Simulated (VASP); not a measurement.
The system is BaS.

```
Ba S
1.0
     3.83376    0.00000    0.00000
     0.00000    3.83376    0.00000
     0.00000    0.00000    4.05190
Ba S
1 1
Cartesian
  0.0000 0.0000 0.0000
  1.9169 1.9169 2.0259
```

This cell differs from its parent crystal: uniaxial z strain +5.7%.

Base run:

```yaml
Program: VASP 6.6.1
Functional: r2SCAN
Potentials_or_basis: VASP PAW PBE potentials, release 64 (Ba_sv, S)
Cutoff: 550 eV
k_mesh: 6 × 6 × 6
Occupations: gaussian, width 0.01 eV
Spin: no spin polarisation
```

Its results: band gap on the k mesh 1.69 eV (least direct gap 1.82 eV); pressure -1.7 GPa.

Task: The run is repeated on the same cell with these changes: functional from r2SCAN to HSE06; cutoff from 550 eV to 400 eV; k mesh from 6 × 6 × 6 to 4 × 4 × 4. What comes out?

Result: Band gap on the k mesh 2.20 eV (least direct gap 2.36 eV); pressure -2.0 GPa.

Several settings changed at once.

Caveats: the PAW data sets were made with another functional, which shifts forces and pressure a little; spin-orbit coupling is left out, which moves the levels of the heavy elements.

A k mesh can miss the band edges.
